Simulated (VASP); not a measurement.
A run of VASP 6.6.1:

File INCAR:

```
SYSTEM = TiAl
PREC     = Accurate       ! precision mode
ENCUT    = 520            ! plane-wave cutoff, eV
EDIFF    = 1E-6           ! SCF threshold, eV
ISMEAR   = -1             ! smearing method
SIGMA    = 0.1034         ! smearing width, eV
LREAL    = Auto         
LASPH    = .True.         ! aspherical terms in the spheres
NELM     = 80             ! most SCF steps
ALGO     = Normal         ! electronic algorithm
ISIF     = 2              ! what is computed and relaxed
LWAVE    = .False.        ! write WAVECAR
LCHARG   = .False.        ! write CHGCAR
GGA      = PE             ! functional
NBANDS   = 74             ! bands
```

KPOINTS

```
Automatic mesh
0
Gamma
  2 2 2
  0.5 0.5 0.5
```

The input POSCAR:

```
TiAl
1.0
    0.0000000000      0.0000000000      6.4417971739
    6.4417971739      0.0000000000      0.0000000000
    0.0000000000      6.4417971739      0.0000000000
Ti Al
8 8
Direct
    0.0640937597      0.0059554809     -0.0071461424
    0.5682175177      0.0218521317      0.0445717231
    0.1042690389     -0.0035263451      0.5332482392
    0.5168501755      0.0371205416      0.5116964895
    0.0311434829      0.5263604098      0.0161902024
    0.5606522376      0.5154361291      0.0536030537
    0.0689185002      0.4782640491      0.5607997120
    0.5497205057      0.4785824385      0.4643963353
    0.2710499808      0.2720290554      0.2390089223
    0.8516772341      0.2440106321      0.2855960767
    0.3273085046      0.2956778906      0.8122270632
    0.7545881792      0.2803604260      0.7425893537
    0.2701253941      0.7400333900      0.2630959892
    0.8259719852      0.7848926105      0.2799195553
    0.3300811781      0.7185544461      0.7447528804
    0.7827775175      0.7817582367      0.7200125795
```

Potentials or basis: VASP PAW PBE potentials, release 64 (Ti_sv, Al).

Launch:

```sh
$ cat potpaw_PBE.64/Ti_sv/POTCAR potpaw_PBE.64/Al/POTCAR > POTCAR
$ mpirun -np 1 vasp_std > vasp.out
```

Hardware: 1 thread of Intel(R) Xeon(R) 6975P-C (Granite Rapids) (shared host).

Estimate the wall time of this run.

Run time: 2 min on 1 thread of Intel(R) Xeon(R) 6975P-C (Granite Rapids) (shared host), peak memory 0.34 GiB. Counts: scf iterations 22, k points 4.
